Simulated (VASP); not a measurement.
# W (I4/mmm) in VASP: notebook

The runs below take W through single point, with PBE.

All numbers are computed with VASP 6.6.1; they aren't measurements. Logs are shortened: lines on timing, memory, paths and dates and some standing lists are left out, and cuts for length are marked.

## (1) The cell of the first run

Symmetry: I4/mmm, No. 139, tetragonal system. Conventional cell: a = 3.184 Å, b = 3.184 Å, c = 3.024 Å, α = 90.00°, β = 90.00°, γ = 90.00°. Within 3.6 Å of W (site symmetry 4/mmm) lie 14 W at 2.71 to 3.18 Å.

## (2) Single point, PBE (strain -0.0500 x Voigt [0, 1, 0, 0, 0, 0])

INCAR reads:

```
PREC = Accurate
ENCUT = 500
EDIFF = 1E-6
ISMEAR = 0
SIGMA = 0.15
LREAL = False
LASPH = True
NELM = 120
ALGO = Normal
ISIF = 2
LWAVE = False
LCHARG = False
GGA = PE
NBANDS = 13
GGA_COMPAT = False
```

KPOINTS reads:

```
regular mesh
0
Gamma
  26 26 26
```

POSCAR reads:

```
W
1.0
   -1.5917793224      1.5121903563      1.5917793224
    1.5917793224     -1.5121903563      1.5917793224
    1.5917793224      1.5121903563     -1.5917793224
W
1
Direct
    0.0000000000      0.0000000000      0.0000000000
```

Potentials or basis: VASP PAW PBE potentials, release 64 (W_sv).

Launch:

```sh
> cat potpaw_PBE.64/W_sv/POTCAR > POTCAR
> mpirun -np 1 vasp_std > vasp.out
```

OUTCAR:

```text
PREC = Accurate
   ENCUT = 500
   EDIFF = 1E-6
   ISMEAR = 0
   LREAL = False
   LASPH = True
   NELM = 120
   ISIF = 2
   GGA = PE

 ion  position               nearest neighbor table
   1  0.000  0.000  0.000-

  LATTYP: Found a body centered tetragonal cell.
 ALAT       =     3.1835586448
 C/A-ratio  =     0.9500000000

  Lattice vectors:

 A1 = (  -1.5917793224,  -1.5121903563,   1.5917793224)
 A2 = (   1.5917793224,  -1.5121903563,  -1.5917793224)
 A3 = (   1.5917793224,   1.5121903563,   1.5917793224)

Analysis of symmetry for initial positions (statically):
=====================================================================
 Subroutine PRICEL returns:
 Original cell was already a primitive cell.

 Routine SETGRP: Setting up the symmetry group for a
 body centered tetragonal supercell.

 Subroutine GETGRP returns: Found 16 space group operations
 (whereof 16 operations were pure point group operations)
 out of a pool of 16 trial point group operations.

The static configuration has the point symmetry D_4h.

Analysis of symmetry for dynamics (positions and initial velocities):
=====================================================================
 Subroutine PRICEL returns:
 Original cell was already a primitive cell.

 Routine SETGRP: Setting up the symmetry group for a
 body centered tetragonal supercell.

 Subroutine GETGRP returns: Found 16 space group operations
 (whereof 16 operations were pure point group operations)
 out of a pool of 16 trial point group operations.

The dynamic configuration has the point symmetry D_4h.

 Subroutine INISYM returns: Found 16 space group operations
 (whereof 16 operations are pure point group operations),
 and found     1 'primitive' translations

----------------------------------------------------------------------------------------

                                     Primitive cell

  volume of cell :      15.3261

  direct lattice vectors                    reciprocal lattice vectors
    -1.591779322  1.512190356  1.591779322     0.000000000  0.330646203  0.314113893
     1.591779322 -1.512190356  1.591779322     0.314113893  0.000000000  0.314113893
     1.591779322  1.512190356 -1.591779322     0.314113893  0.330646203  0.000000000

  length of vectors
     2.711870664  2.711870664  2.711870664     0.456064085  0.444224128  0.456064085

  position of ions in fractional coordinates (direct lattice)
     0.000000000  0.000000000  0.000000000

  ion indices of the primitive-cell ions
   primitive index   ion index
                 1           1

----------------------------------------------------------------------------------------

 KPOINTS: regular mesh

Automatic generation of k-mesh.
 Grid dimensions read from file:
 generate k-points for:   26   26   26

 Generating k-lattice:

  Cartesian coordinates                     Fractional coordinates (reciprocal lattice)
     0.000000000  0.012717162  0.012081304     0.038461538  0.000000000 -0.000000000
     0.012081304  0.000000000  0.012081304     0.000000000  0.038461538  0.000000000
     0.012081304  0.012717162  0.000000000    -0.000000000  0.000000000  0.038461538

  Length of vectors
     0.017540926  0.017085543  0.017540926

  Shift w.r.t. Gamma in fractional coordinates (k-lattice)
     0.000000000  0.000000000  0.000000000

 Subroutine IBZKPT returns following result:
 ===========================================

 Found   1330 irreducible k-points:

 Following reciprocal coordinates:
            Coordinates               Weight
  0.000000  0.000000  0.000000      1.000000
  0.038462 -0.000000  0.000000      8.000000
  0.076923 -0.000000  0.000000      8.000000
  0.115385  0.000000  0.000000      8.000000
  0.153846  0.000000  0.000000      8.000000
  0.192308  0.000000  0.000000      8.000000
[... 16 lines left out ...]
  0.307692  0.038462  0.000000     16.000000
  0.346154  0.038462  0.000000     16.000000
 [... further k-points ...]
   k-points           NKPTS =   1330   k-points in BZ     NKDIM =   1330   number of bands    NBANDS=     13
   number of dos      NEDOS =    301   number of ions     NIONS =      1
   total plane-waves  NPLWV =   8000
   dimension x,y,z NGX =    20 NGY =   20 NGZ =   20
   dimension x,y,z NGXF=    40 NGYF=   40 NGZF=   40
   ions per type =               1
   NGX,Y,Z   is equivalent  to a cutoff of  12.26, 12.26, 12.26 a.u.
   NGXF,Y,Z  is equivalent  to a cutoff of  24.52, 24.52, 24.52 a.u.
 SYSTEM =  unknown system
   PREC   = accura    normal or accurate (medium, high low for compatibility)
   ISTART =      0    job   : 0-new  1-cont  2-samecut
   ICHARG =      2    charge: 1-file 2-atom 10-const
   ISPIN  =      1    spin polarized calculation?
   LNONCOLLINEAR =      F non collinear calculations
   LSORBIT =      F    spin-orbit coupling
   LASPH  =      T    aspherical Exc in radial PAW
   ENCUT  =  500.0 eV  36.75 Ry    6.06 a.u.   4.94  4.94  4.94*2*pi/ulx,y,z
[... 117 lines left out ...]
     12      27.3772      0.00000
     13      28.3529      0.00000

 k-point     5 :       0.1538    0.0000    0.0000
  band No.  band energies     occupation
      1     -62.1661      2.00000
      2     -26.0363      2.00000
      3     -25.8257      2.00000
      4     -25.7123      2.00000
      5       3.2579      2.00000
      6       9.8283      2.00000
      7      10.5584      2.00000
      8      11.7380      1.95616
      9      13.6601      0.00000
     10      14.2704      0.00000
     11      27.4228      0.00000
     12      28.2263      0.00000
     13      29.0471      0.00000

 k-point     6 :       0.1923    0.0000    0.0000
  band No.  band energies     occupation
      1     -62.1492      2.00000
      2     -26.1955      2.00000
      3     -25.8779      2.00000
      4     -25.7166      2.00000
      5       3.8092      2.00000
      6       9.5431      2.00000
      7      10.3333      2.00000
      8      12.3384      0.00027
      9      13.7037      0.00000
     10      14.2624      0.00000
     11      27.4897      0.00000
     12      29.2632      0.00000
     13      29.5627      0.00000

 k-point     7 :       0.2308    0.0000    0.0000
  band No.  band energies     occupation
      1     -62.1306      2.00000
      2     -26.3665      2.00000
      3     -25.9346      2.00000
      4     -25.7212      2.00000
      5       4.3798      2.00000
      6       9.2395      2.00000
      7      10.1426      2.00000
      8      13.0654      0.00000
      9      13.8171      0.00000
     10      14.3323      0.00000
     11      27.1868      0.00000
     12      29.5986      0.00000
     13      30.4605      0.00000
[... 193 lines left out ...]
 k-point    20 :       0.1923    0.0385    0.0000
  band No.  band energies     occupation
      1     -62.1393      2.00000
      2     -26.2864      2.00000
      3     -25.9043      2.00000
      4     -25.7231      2.00000
      5       4.1292      2.00000
      6       9.3960      2.00000
      7      10.1823      2.00000
      8      12.7922      0.00000
      9      13.5727      0.00000
     10      14.4407      0.00000
     11      27.4068      0.00000
     12      29.4785      0.00000
     13      29.8434      0.00000

 k-point    21 :       0.2308    0.0385    0.0000
  band No.  band energies     occupation
      1     -62.1205      2.00000
      2     -26.4556      2.00000
      3     -25.9637      2.00000
      4     -25.7281      2.00000
      5       4.6844      2.00000
      6       9.0995      2.00000
      7      10.0343      2.00000
      8      13.5227      0.00000
      9      13.8224      0.00000
     10      14.4876      0.00000
     11      26.8669      0.00000
     12      29.3977      0.00000
     13      30.9198      0.00000

 k-point    22 :       0.2692    0.0385    0.0000
  band No.  band energies     occupation
      1     -62.1015      2.00000
      2     -26.6217      2.00000
      3     -26.0224      2.00000
      4     -25.7331      2.00000
      5       5.1409      2.00000
      6       8.8166      2.00000
      7      10.0731      2.00000
      8      13.9719      0.00000
      9      14.4696      0.00000
     10      14.6040      0.00000
     11      26.1161      0.00000
     12      28.6869      0.00000
     13      32.1996      0.00000

 k-point    23 :       0.3077    0.0385    0.0000
  band No.  band energies     occupation
      1     -62.0836      2.00000
      2     -26.7756      2.00000
      3     -26.0771      2.00000
      4     -25.7381      2.00000
      5       5.4290      2.00000
      6       8.5621      2.00000
      7      10.3732      2.00000
      8      14.2180      0.00000
      9      14.7257      0.00000
     10      15.4241      0.00000
     11      25.3328      0.00000
     12      27.6082      0.00000
     13      33.0943      0.00000

 k-point    24 :       0.3462    0.0385    0.0000
  band No.  band energies     occupation
      1     -62.0678      2.00000
      2     -26.9090      2.00000
      3     -26.1247      2.00000
      4     -25.7426      2.00000
      5       5.5470      2.00000
      6       8.3467      2.00000
      7      10.9173      2.00000
      8      14.3510      0.00000
      9      14.9804      0.00000
     10      16.3714      0.00000
     11      24.6216      0.00000
     12      26.4182      0.00000
     13      31.7581      0.00000

 [... further k-points ...]
[... 5 lines left out ...]
  --------------------------------------------------------------------------------------
  -------------------------------------------------------------------------------------
  Total        1.1759380      2.9715417      1.1759380      0.0000000      0.0000000      0.0000000
  in kB      122.9313992    310.6420475    122.9313992      0.0000000      0.0000000      0.0000000
  external PRESSURE =     185.5016153 kB  Pullay stress =       0.0000000 kB

 VOLUME and BASIS-vectors are now :
 -----------------------------------------------------------------------------
  energy-cutoff  :      500.00
  volume of cell :       15.33
      direct lattice vectors                 reciprocal lattice vectors
    -1.591779322  1.512190356  1.591779322     0.000000000  0.330646203  0.314113893
     1.591779322 -1.512190356  1.591779322     0.314113893  0.000000000  0.314113893
     1.591779322  1.512190356 -1.591779322     0.314113893  0.330646203  0.000000000

 POSITION                                       TOTAL-FORCE (eV/Angst)
 -----------------------------------------------------------------------------------
      0.00000      0.00000      0.00000        -0.000000      0.000000      0.000000
 -----------------------------------------------------------------------------------
    total drift:                                0.000000     -0.000000      0.000000

  FREE ENERGIE OF THE ION-ELECTRON SYSTEM (eV)
  ---------------------------------------------------
  free  energy   TOTEN  =       -12.8816657281 eV

  energy  without entropy=      -12.8770554735  energy(sigma->0) =      -12.87936060
```

It took 4.1 min on 1 thread of Intel Xeon 8259CL, shared host; peak memory 0.33 GiB.

What came out:

```yaml
Free_energy: -12.8817 eV
Pressure: 18.6 GPa
Band_gap_on_the_k_mesh: zero (bands 7 and 8 overlap by 6.62 eV)
```

Stress tensor (GPa, compression positive):
```
12.29  0.00  0.00
 0.00 31.06  0.00
 0.00  0.00 12.29
```

Levels at points of the mesh, in eV from the Fermi level:
| k point | band 5 | band 6 | band 7 | band 8 | band 9 | band 10 |
| --- | --- | --- | --- | --- | --- | --- |
| (0.00, 0.00, 0.00) | -9.84 | -1.76 | -1.03 | -1.03 | 1.80 | 2.80 |
| (0.50, 0.00, 0.00) | -6.51 | -3.98 | 0.95 | 2.34 | 3.68 | 6.46 |
| (0.00, 0.50, 0.00) | -6.52 | -3.23 | 0.51 | 1.60 | 2.95 | 6.34 |
| (0.50, 0.50, 0.50) | -6.20 | -6.05 | 5.34 | 5.34 | 5.57 | 8.05 |

Caveat: the cell differs from its parent crystal (strain -0.0500 x Voigt [0, 1, 0, 0, 0, 0]); the cell stands under pressure; spin-orbit coupling is left out, which moves the levels of the heavy elements.

## (3) Single point, PBE (strain -0.0250 x Voigt [0, 1, 0, 0, 0, 0])

INCAR reads:

```
SYSTEM = W
PREC = Accurate
ENCUT = 500
EDIFF = 1E-6
ISMEAR = 0
SIGMA = 0.15
LREAL = .FALSE.
LASPH = .TRUE.
NELM = 120
ALGO = Normal
ISIF = 2
LWAVE = .FALSE.
LCHARG = .TRUE.
GGA = PE
LELF = .TRUE.
LVHAR = .TRUE.
NBANDS = 13
GGA_COMPAT = .FALSE.
```

KPOINTS reads:

```
Automatic mesh
0
G
  26 26 26
  0 0 0
```

POSCAR reads:

```
W
1.0
   -1.5917793224      1.5519848393      1.5917793224
    1.5917793224     -1.5519848393      1.5917793224
    1.5917793224      1.5519848393     -1.5917793224
W
1
Direct
    0.0000000000      0.0000000000      0.0000000000
```

Potentials or basis: VASP PAW PBE potentials, release 64 (W_sv).

Launch:

```sh
> cat potpaw_PBE.64/W_sv/POTCAR > POTCAR
> mpirun -np 1 vasp_std > vasp.out
```

Run time: 4.1 min. Hardware: 1 thread of Intel Xeon 8259CL, shared host; peak memory 0.33 GiB.

Results (log left out):

| Quantity | Value |
| --- | --- |
| Free energy | -12.9386 eV |
| Pressure | 8.8 GPa |
| Band gap on the k mesh | zero (bands 7 and 8 overlap by 6.38 eV) |

Stress tensor (GPa, compression positive):
```
 5.98  0.00  0.00
 0.00 14.44  0.00
 0.00  0.00  5.98
```

Levels at points of the mesh, in eV from the Fermi level:
```tsv
k point	band 4	band 5	band 6	band 7	band 8	band 9	band 10	band 11
(0.00, 0.00, 0.00)	-37.73	-9.69	-1.48	-1.13	-1.13	2.03	2.49	14.36
(0.50, 0.00, 0.00)	-37.75	-6.34	-3.73	0.76	2.26	3.30	6.23	11.27
(0.00, 0.50, 0.00)	-37.73	-6.34	-3.38	0.56	1.86	3.00	6.16	11.06
(0.50, 0.50, 0.50)	-38.61	-5.94	-5.87	5.18	5.18	5.29	8.07	8.07
```

Caveat: the cell differs from its parent crystal (strain -0.0250 x Voigt [0, 1, 0, 0, 0, 0]); the cell stands under pressure; spin-orbit coupling is left out, which moves the levels of the heavy elements.

## (4) Single point, PBE (strain +0.0250 x Voigt [0, 1, 0, 0, 0, 0])

INCAR reads:

```
ALGO = Normal
EDIFF = 1E-6
ENCUT = 500
GGA = PE
GGA_COMPAT = False
ISIF = 2
ISMEAR = 0
LASPH = True
LCHARG = False
LREAL = False
LWAVE = False
NBANDS = 13
NELM = 120
PREC = Accurate
SIGMA = 0.15
```

KPOINTS reads:

```
k-points
0
Gamma
  26 26 26
```

POSCAR reads:

```
W
1.0
   -1.5917793224      1.6315738055      1.5917793224
    1.5917793224     -1.6315738055      1.5917793224
    1.5917793224      1.6315738055     -1.5917793224
W
1
Direct
    0.0000000000      0.0000000000      0.0000000000
```

Launch:

```sh
> cat potpaw_PBE.64/W_sv/POTCAR > POTCAR
> mpirun -np 1 vasp_std > vasp.out
```

It took 3.9 min on 1 thread of Intel Xeon 8259CL, shared host; peak memory 0.35 GiB.

It converged, with:

```yaml
Free_energy: -12.9435 eV
Pressure: -6.6 GPa
Band_gap_on_the_k_mesh: zero (bands 7 and 8 overlap by 5.81 eV)
```

Stress tensor (GPa, compression positive):
```
 -4.24   0.00   0.00
  0.00 -11.29   0.00
  0.00   0.00  -4.24
```

Levels at points of the mesh, in eV from the Fermi level:
```
           k point  band 3  band 4  band 5  band 6  band 7  band 8  band 9  band 10  band 11  band 12
(0.00, 0.00, 0.00)  -37.86  -37.86   -9.40   -1.25   -1.25   -0.95    1.95     2.36    14.12    14.58
(0.50, 0.00, 0.00)  -38.22  -37.86   -6.01   -3.26    0.49    1.85    2.94     5.75    10.35    11.42
(0.00, 0.50, 0.00)  -38.25  -37.88   -5.99   -3.57    0.67    2.31    3.10     5.83    10.54    11.30
(0.50, 0.50, 0.50)  -38.63  -38.63   -5.53   -5.46    4.80    4.90    4.90     7.48     8.14     8.14
```

Caveat: the cell differs from its parent crystal (strain +0.0250 x Voigt [0, 1, 0, 0, 0, 0]); the cell stands under tension; spin-orbit coupling is left out, which moves the levels of the heavy elements.

## (5) Single point, PBE (strain +0.0500 x Voigt [0, 1, 0, 0, 0, 0])

INCAR reads:

```
SYSTEM = W
  PREC = Accurate
  ENCUT = 500
  EDIFF = 1E-6
  ISMEAR = 0
  SIGMA = 0.15
  LREAL = .False.
  LASPH = .True.
  NELM = 120
  ALGO = Normal
  ISIF = 2
  LWAVE = .False.
  LCHARG = .False.
  GGA = PE
  NBANDS = 13
  GGA_COMPAT = .False.
```

KPOINTS reads:

```
Automatic mesh
0
Gamma
  26 26 26
  0 0 0
```

POSCAR reads:

```
W
1.0
   -1.5917793224      1.6713682885      1.5917793224
    1.5917793224     -1.6713682885      1.5917793224
    1.5917793224      1.6713682885     -1.5917793224
W
1
Direct
    0.0000000000      0.0000000000      0.0000000000
```

Launch:

```sh
> cat potpaw_PBE.64/W_sv/POTCAR > POTCAR
> mpirun -np 1 vasp_std > vasp.out
```

It took 3.6 min on 1 thread of Intel Xeon 8259CL, shared host; peak memory 0.35 GiB.

The run converged. Its results:

* Free energy: -12.9025 eV
* Pressure: -12.7 GPa
* Band gap on the k mesh: zero (bands 7 and 8 overlap by 5.41 eV)

Stress tensor (GPa, compression positive):
```
 -8.44   0.00   0.00
  0.00 -21.11   0.00
  0.00   0.00  -8.44
```

Levels at points of the mesh, in eV from the Fermi level:
```csv
k point,band 3,band 4,band 5,band 6,band 7,band 8,band 9,band 10,band 11,band 12
"(0.00, 0.00, 0.00)",-37.91,-37.91,-9.26,-1.28,-1.28,-0.71,1.70,2.46,13.81,14.69
"(0.50, 0.00, 0.00)",-38.24,-37.92,-5.86,-3.04,0.38,1.57,2.90,5.51,9.93,11.42
"(0.00, 0.50, 0.00)",-38.29,-37.95,-5.83,-3.64,0.73,2.48,3.14,5.66,10.29,11.16
"(0.50, 0.50, 0.50)",-38.61,-38.61,-5.38,-5.25,4.59,4.78,4.78,6.89,8.18,8.18
```

Caveat: the cell differs from its parent crystal (strain +0.0500 x Voigt [0, 1, 0, 0, 0, 0]); the cell stands under tension; spin-orbit coupling is left out, which moves the levels of the heavy elements.

## (6) The runs side by side

| cell | gap on the mesh (eV) | pressure (GPa) |
| --- | --- | --- |
| a = 2.712 Å, angles 108.1, 112.2, 108.1°, 1 atom | none | 18.6 |
| a = 2.734 Å, angles 108.8, 110.8, 108.8°, 1 atom | none | 8.8 |
| a = 2.780 Å, angles 110.1, 108.1, 110.1°, 1 atom | none | -6.6 |
| a = 2.804 Å, angles 110.8, 106.8, 110.8°, 1 atom | none | -12.7 |

Alike in all rows: task single point; level PBE; potentials or basis VASP PAW PBE potentials, release 64 (W_sv); no spin polarisation; k mesh 26 × 26 × 26; cutoff (eV) 500; smearing gaussian 0.15 eV.

Caveats: spin-orbit coupling is left out, which moves the levels of the heavy elements; the cell stands under pressure (at least some runs); the cell stands under tension (at least some runs).

Total energies depend on the potentials used, so only differences within one code and one set of settings carry meaning.
